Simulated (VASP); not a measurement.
BaZrO3, 5 atoms in the cell. Symmetry: Pm-3m, No. 221, cubic system. Conventional cell: a = 4.181 Å, b = 4.181 Å, c = 4.181 Å, α = 90.00°, β = 90.00°, γ = 90.00°. Within 3.9 Å of Ba (site symmetry m-3m) lie 12 O at 2.96 Å and 8 Zr at 3.62 Å. Zr (site symmetry m-3m) has 6 O at 2.09 Å within 2.8 Å. Within 2.8 Å of O (site symmetry 4/mmm) lie 2 Zr at 2.09 Å. 

```yaml
Program: VASP 6.6.1
Task: single point
Functional: PBEsol
Potentials_or_basis: VASP PAW PBE potentials, release 64 (Ba_sv, Zr_sv, O)
Cutoff: 520 eV
k_mesh: 6 × 6 × 6
Occupations: gaussian, width 0.02 eV
Spin: no spin polarisation
Dipole_correction: no
Further_INCAR_settings: ALGO = Normal; EDIFF = 1e-07; NBANDS = 28
```

Potentials or basis: VASP PAW PBE potentials, release 64 (Ba_sv, Zr_sv, O).

Launch:

```sh
$ cat potpaw_PBE.64/Ba_sv/POTCAR potpaw_PBE.64/Zr_sv/POTCAR potpaw_PBE.64/O/POTCAR > POTCAR
$ mpirun -np 1 vasp_std > vasp.out
```

Hardware: 1 thread of Intel(R) Xeon(R) Platinum 8559C (Emerald Rapids) (shared host).

**Question.** How long does it take, and how much memory?

**Answer.** Wall time 20 s on 1 thread of Intel(R) Xeon(R) Platinum 8559C (Emerald Rapids) (shared host), peak memory 0.2 GiB. Counts: scf iterations 15, k points 20.
